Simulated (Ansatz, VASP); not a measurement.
## Two plane-wave programs on CdTe

Contents of INCAR:

```
ALGO = Normal
EDIFF = 1E-7
ENCUT = 520
GGA = PE
ISIF = 2
ISMEAR = 0
LASPH = T
LCHARG = F
LREAL = F
LWAVE = F
NBANDS = 16
NELM = 80
PREC = Accurate
SIGMA = 0.05
```

Contents of KPOINTS:

```
k-points
0
Gamma
  10 10 10
```

Contents of POSCAR:

```
CdTe
1.0
    0.0000000000      3.2590563829      3.3086866831
    3.2590563829      0.0000000000      3.3086866831
    3.2590563829      3.2590563829      0.0000000000
Cd Te
1 1
Direct
    0.0000000000      0.0000000000      0.0000000000
    0.7500000000      0.7500000000      0.7500000000
```

Input for Ansatz:

```yaml
crystal:
  lattice:
    - [0.0, 3.2590563829, 3.3086866831]
    - [3.2590563829, 0.0, 3.3086866831]
    - [3.2590563829, 3.2590563829, 0.0]
  atoms:
    - { symbol: Cd, position: [0.0, 0.0, 0.0] }
    - { symbol: Te, position: [0.75, 0.75, 0.75] }
basis:
  ecutwfc: 420
kpoints:
  mp_grid: { grid: [10, 10, 10] }
hamiltonian:
  xc: pbe
scf:
  occupations: { method: gaussian, width: 0.05 }
output:
  forces: true
  stress: true
  eigenvalues: true
```

Change from the starting cell: strain -0.015 along x and y, +0.000 along z, atoms carried along.

Alike in both runs: task single point; functional PBE; k mesh 10 × 10 × 10; occupations gaussian, width 0.05 eV; no spin polarisation.

|  | VASP | Ansatz |
| --- | --- | --- |
| version | VASP 6.6.1 | Ansatz 0.2.0 |
| potentials or method | VASP PAW PBE potentials, release 64 (Cd, Te), cutoff 520 eV | scalar-relativistic, plane waves, PAW |
| valence electrons in the cell | 18 | 36 |

```csv
,VASP,Ansatz,Ansatz less VASP
gap on the k mesh at the Fermi level (eV),0.66,0.66,+0.002
least direct gap on the mesh (eV),0.66,0.66,+0.002
pressure (GPa),1.3,1.2,-0.12
"traceless stress, the component that is largest in VASP (GPa)",-0.16,-0.16,-0.001
```

The functional is the same, so the differences come from potentials, cutoffs and numerics. VASP's potentials hold 18 valence electrons a cell and Ansatz's 36, so a difference there can come from the potentials and not from the codes.

Neither program's run includes spin-orbit coupling.
